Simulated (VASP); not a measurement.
Here is a VASP 6.6.1 calculation.

Contents of POSCAR:

```
BaTiO3
1.0
    4.4432912008      0.0000000000      0.0000000000
    0.0000000000      3.5446480366      0.0000000000
    0.0000000000      0.0000000000      3.9941038410
Ba Ti O
1 1 3
Direct
    0.0000000000      0.0000000000      0.0000000000
    0.5000000000      0.5000000000      0.5000000000
    0.5000000000      0.5000000000      0.0000000000
    0.5000000000      0.0000000000      0.5000000000
    0.0000000000      0.5000000000      0.5000000000
```

Contents of INCAR.step1:

```
PREC     = Accurate       # precision mode
ENCUT    = 520            # plane-wave cutoff, eV
ISMEAR   = 0              # smearing method
SIGMA    = 0.05           # smearing width, eV
LREAL    = F              # projectors in reciprocal space
LASPH    = T              # aspherical terms in the spheres
NELM     = 100            # most SCF steps
NBANDS   = 28             # bands
GGA      = PE             # functional
ALGO     = Normal         # electronic algorithm
EDIFF    = 1E-4           # SCF threshold, eV
LWAVE    = T              # write WAVECAR
LCHARG   = F              # write CHGCAR
```

Contents of INCAR.step2:

```
PREC     = Accurate       # precision mode
ENCUT    = 520            # plane-wave cutoff, eV
EDIFF    = 1E-6           # SCF threshold, eV
ISMEAR   = 0              # smearing method
SIGMA    = 0.05           # smearing width, eV
LREAL    = F              # projectors in reciprocal space
LASPH    = T              # aspherical terms in the spheres
NELM     = 100            # most SCF steps
ALGO     = Normal         # electronic algorithm
ISIF     = 2              # what is computed and relaxed
LWAVE    = F              # write WAVECAR
LCHARG   = T              # write CHGCAR
METAGGA  = R2SCAN         # meta-GGA
LMIXTAU  = T            
LELF     = T              # ELF
LVHAR    = T            
NBANDS   = 28             # bands
ISTART   = 1
```

KPOINTS

```
regular mesh
0
Gamma
  8 8 8
```

Potentials or basis: VASP PAW PBE potentials, release 64 (Ba_sv, Ti_sv, O).

Run with:

```bash
$ cat potpaw_PBE.64/Ba_sv/POTCAR potpaw_PBE.64/Ti_sv/POTCAR potpaw_PBE.64/O/POTCAR > POTCAR
$ cp INCAR.step1 INCAR
$ mpirun -np 1 vasp_std > vasp.out
$ cp INCAR.step2 INCAR
$ mpirun -np 1 vasp_std > vasp.out
```

(1) Estimate the band gap on the k mesh.

(2) What does it give for the pressure?

## Answers

(1) 1.75 eV (least direct gap 1.94 eV).

(2) 14.8 GPa.

Caveat: the cell differs from its parent crystal (strain +0.1125 x Voigt [1, -1, 0, 0, 0, 0]); the stress differs along the axes, from -11 to 49 GPa; the PAW data sets were made with another functional, which shifts forces and pressure a little; spin-orbit coupling is left out, which moves the levels of the heavy elements.
